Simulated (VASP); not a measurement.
# Bi2Te3: single point with PBEsol

Bi2Te3:

```xyz
5
Lattice="2.1930 1.2661 10.2673 -2.1930 1.2661 10.2673 0.0000 -2.5323 10.2673" Properties=species:S:1:pos:R:3 pbc="T T T"
Bi    0.0000    0.0000   18.4812
Bi    0.0000    0.0000   12.3208
Te    0.0000    0.0000   24.3490
Te    0.0000    0.0000    6.4530
Te    0.0000    0.0000    0.0000
```

```yaml
Program: VASP 6.6.1
Task: single point
Functional: PBEsol
Potentials_or_basis: VASP PAW PBE potentials, release 64 (Bi_d, Te)
Cutoff: 520 eV
k_mesh: 6 × 6 × 6
Occupations: fermi-dirac, width 0.05 eV
Spin: no spin polarisation
```

The pressure is -1.1 GPa and the largest force is 0.178 eV/Å. The band gap on the k mesh is 0.26 eV.

Forces on the atoms (eV/Å):
```
Bi   0.000  0.000 -0.050
Bi   0.000  0.000  0.050
Te   0.000  0.000 -0.178
Te   0.000  0.000  0.178
Te   0.000  0.000  0.000
```

Stress tensor (GPa, compression positive):
```
-0.89  0.00  0.00
 0.00 -0.89  0.00
 0.00  0.00 -1.53
```

Levels at points of the mesh, in eV from the valence-band top:
```
           k point  band 20  band 21  band 22  band 23  band 24  band 25  band 26  band 27  band 28  band 29
(0.00, 0.00, 0.00)    -1.65    -1.65    -0.81    -0.81     0.00     0.26     0.67     0.67     1.95     2.08
(0.50, 0.00, 0.00)    -3.09    -2.85    -2.43    -0.89    -0.52     0.52     1.04     2.63     2.72     3.27
(0.50, 0.50, 0.00)    -2.32    -1.99    -1.84    -1.50    -1.00     0.76     1.47     2.01     2.59     2.67
(0.50, 0.50, 0.50)    -1.36    -1.36    -1.09    -1.09    -0.46     0.83     1.13     1.13     1.63     1.63
```

Wall time 8.1 min on 1 thread of AMD EPYC 9R45 96-Core Processor (Zen 5) (shared host), peak memory 0.93 GiB.

Caveat: the PAW data sets were made with another functional, which shifts forces and pressure a little; spin-orbit coupling is left out, which moves the levels of the heavy elements. A k mesh can miss the band edges.
